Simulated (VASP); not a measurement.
Set up this calculation in VASP 6.6.1, as the native input.

```
Task                   : single point
Functional             : r2SCAN
Potentials or basis    : VASP PAW PBE potentials, release 64 (Ga_d, N)
Cutoff                 : 520 eV
k mesh                 : 12 × 12 × 12
Occupations            : gaussian, width 0.05 eV
Spin                   : no spin polarisation
Dipole correction      : no
Further INCAR settings : ALGO = Normal; EDIFF = 1e-07; NBANDS = 16
```

The system is GaN.

```
Ga N
1.0
     0.00000    2.25350    2.25350
     2.25350    0.00000    2.25350
     2.25350    2.25350    0.00000
Ga N
1 1
Direct
  0.00000 0.00000 0.00000
  0.75000 0.75000 0.75000
```

The input as run:

POSCAR

```
GaN
1.0
    0.0000000000      2.2535006075      2.2535006075
    2.2535006075      0.0000000000      2.2535006075
    2.2535006075      2.2535006075      0.0000000000
Ga N
1 1
Direct
    0.0000000000      0.0000000000      0.0000000000
    0.7500000000      0.7500000000      0.7500000000
```

INCAR.step1

```
PREC = Accurate ; ENCUT = 520
ISMEAR = 0 ; SIGMA = 0.05
LREAL = F ; LASPH = T
NELM = 100 ; NBANDS = 16
GGA = PE ; ALGO = Normal
EDIFF = 1E-4 ; LWAVE = T
LCHARG = F
```

INCAR.step2

```
PREC = Accurate ; ENCUT = 520
EDIFF = 1E-7 ; ISMEAR = 0
SIGMA = 0.05 ; LREAL = F
LASPH = T ; NELM = 100
ALGO = Normal ; ISIF = 2
LWAVE = F ; LCHARG = F
METAGGA = R2SCAN ; LMIXTAU = T
NBANDS = 16 ; ISTART = 1
```

KPOINTS

```
regular mesh
0
Gamma
  12 12 12
```

Potentials or basis: VASP PAW PBE potentials, release 64 (Ga_d, N).

The run is started by

```bash
$ cat potpaw_PBE.64/Ga_d/POTCAR potpaw_PBE.64/N/POTCAR > POTCAR
$ cp INCAR.step1 INCAR
$ mpirun -np 1 vasp_std > vasp.out
$ cp INCAR.step2 INCAR
$ mpirun -np 1 vasp_std > vasp.out
```

It gave:

| Quantity | Value |
| --- | --- |
| Pressure | -0.1 GPa |
| Band gap on the k mesh | 2.12 eV, direct |

Caveat: the PAW data sets were made with another functional, which shifts forces and pressure a little.

It took 4.1 min on 1 thread of AMD EPYC 7R13, with other jobs on the host, peak memory 0.13 GiB.
